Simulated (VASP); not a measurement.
A run of VASP 6.6.1 is set up as follows.

INCAR

```
ALGO     = Normal         # electronic algorithm
EDIFF    = 1E-6           # SCF threshold, eV
ENCUT    = 520            # plane-wave cutoff, eV
GGA      = PE             # functional
ISIF     = 2              # what is computed and relaxed
ISMEAR   = 0              # smearing method
LASPH    = True           # aspherical terms in the spheres
LCHARG   = True           # write CHGCAR
LELF     = True           # ELF
LREAL    = False          # projectors in reciprocal space
LVHAR    = True         
LWAVE    = False          # write WAVECAR
NBANDS   = 56             # bands
NELM     = 100            # most SCF steps
PREC     = Accurate       # precision mode
SIGMA    = 0.01           # smearing width, eV
```

The input KPOINTS:

```
k-points
0
Gamma
  4 4 4
```

POSCAR

```
HfO2
1.0
    5.2401354024      0.0000000000      0.0000000000
    0.0000000000      5.0178757274      0.0000000000
    0.0000000000      0.0000000000      5.0495473148
Hf O
4 8
Direct
    0.0325922788      0.2662966146      0.2400087179
    0.4674077212      0.2662966146      0.7400087179
    0.5325922788      0.7337033854      0.2400087179
    0.9674077212      0.7337033854      0.7400087179
    0.3654176027      0.0676246699      0.3831519686
    0.1345823973      0.0676246699      0.8831519686
    0.7292244608      0.4627859517      0.4898393134
    0.7707755392      0.4627859517      0.9898393134
    0.2707755392      0.5372140483      0.9898393134
    0.2292244608      0.5372140483      0.4898393134
    0.8654176027      0.9323753301      0.3831519686
    0.6345823973      0.9323753301      0.8831519686
```

Potentials or basis: VASP PAW PBE potentials, release 64 (Hf_pv, O).

Launch:

```console
$ cat potpaw_PBE.64/Hf_pv/POTCAR potpaw_PBE.64/O/POTCAR > POTCAR
$ mpirun -np 1 vasp_std > vasp.out
```

(1) What does it give for the pressure?

(2) Predict the band gap on the k mesh.

(3) What does it give for the largest force?

## Answers

(1) 4.5 GPa.

(2) 4.47 eV (least direct gap 4.68 eV).

(3) 0.092 eV/Å.

Caveat: the cell stands under pressure; spin-orbit coupling is left out, which moves the levels of the heavy elements.
